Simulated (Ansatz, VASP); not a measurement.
# SiW7: VASP beside Ansatz

```
CELL_PARAMETERS angstrom
-3.15855 3.15855 3.15855
3.15855 -3.15855 3.15855
3.15855 3.15855 -3.15855
ATOMIC_POSITIONS crystal
Si 0.00000 0.00000 0.00000
W 0.00000 0.50000 0.50000
W 0.50000 0.50000 0.50000
W 0.00000 0.50000 0.00000
W 0.50000 0.00000 0.00000
W 0.50000 0.00000 0.50000
W 0.50000 0.50000 0.00000
W 0.00000 0.00000 0.50000
```

Alike in both runs: task relaxation of cell and atoms; functional PBE; k mesh 8 × 8 × 8; occupations gaussian, width 0.1 eV; no spin polarisation.

```csv
,VASP,Ansatz
version,VASP 6.6.1,Ansatz 0.2.0
potentials or method,"VASP PAW PBE potentials, release 64 (Si, W_sv), cutoff 600 eV","scalar-relativistic, plane waves, PAW"
valence electrons in the cell,102,102
```

Ansatz gave:

- gap on the k mesh at the Fermi level, each at its own relaxed structure (eV): none
- relaxed volume (Å³/atom): 15.71
- relaxed cell length with the largest relative difference (Å): 5.465

Problem. Estimate VASP's values.

Solution. gap on the k mesh at the Fermi level, each at its own relaxed structure (eV): none; relaxed volume (Å³/atom): 15.73; relaxed cell length with the largest relative difference (Å): 5.468.

A gap of «none» marks a metal or a gap that the smearing closes.

Neither program's run includes spin-orbit coupling.
